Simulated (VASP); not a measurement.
Input of a VASP 6.6.1 run:

Contents of INCAR:

```
SYSTEM = ZnCdInAgSe4
PREC = Accurate
ENCUT = 520
EDIFF = 1E-6
ISMEAR = 0
SIGMA = 0.1
LREAL = Auto
LASPH = .TRUE.
NELM = 80
ALGO = Normal
ISIF = 2
LWAVE = .FALSE.
LCHARG = .TRUE.
GGA = PE
LELF = .TRUE.
LVHAR = .TRUE.
ISYM = 0
NBANDS = 86
```

Contents of KPOINTS:

```
Automatic mesh
0
G
  3 3 3
  0 0 0
```

Contents of POSCAR:

```
ZnCdInAgSe4
1.0
   -6.0436707689      6.0245745905      0.0021993477
   -6.0470669162     -0.0003467637      6.1230880090
   -0.0048659931      6.0225005402      6.1176439483
Zn Se Ag Cd In
2 8 2 2 2
Direct
    0.9889322470      0.0028314718      0.4897948339
    0.5164406423      0.0078925011      0.4962246084
    0.8631434624      0.8865556840      0.3870047530
    0.3654050774      0.8859131298      0.3837643831
    0.8863852749      0.3607143432      0.3803489504
    0.8830216160      0.8769741921      0.8634063380
    0.3690830624      0.3570599753      0.3855133030
    0.3754027745      0.8805751572      0.8596013063
    0.8824732504      0.3671795048      0.8665337964
    0.3743548332      0.3743246159      0.8764893689
    0.9967795249      0.9924981579      0.0174934848
    0.9950559170      0.5195619326      0.4922140413
    0.5104197026      0.4983372334      0.0126677832
    0.5039714020      0.4974944791      0.4833039177
    0.4992622533      0.9899087169      0.0009616953
    0.9864762080      0.4914310016      0.0040613756
```

Potentials or basis: VASP PAW PBE potentials, release 64 (Zn, Se, Ag, Cd, In_d).

Launch:

```bash
$ cat potpaw_PBE.64/Zn/POTCAR potpaw_PBE.64/Se/POTCAR potpaw_PBE.64/Ag/POTCAR potpaw_PBE.64/Cd/POTCAR potpaw_PBE.64/In_d/POTCAR > POTCAR
$ mpirun -np 1 vasp_std > vasp.out
```

(1) Predict the largest force.

(2) Estimate the band gap on the k mesh.

(3) Estimate the pressure.

Answers

(1) 0.044 eV/Å.

(2) 0.10 eV (least direct gap 0.30 eV).

(3) 0.1 GPa.

Caveat: semilocal functionals underestimate gaps, and a narrow one can read as zero; spin-orbit coupling is left out, which moves the levels of the heavy elements.
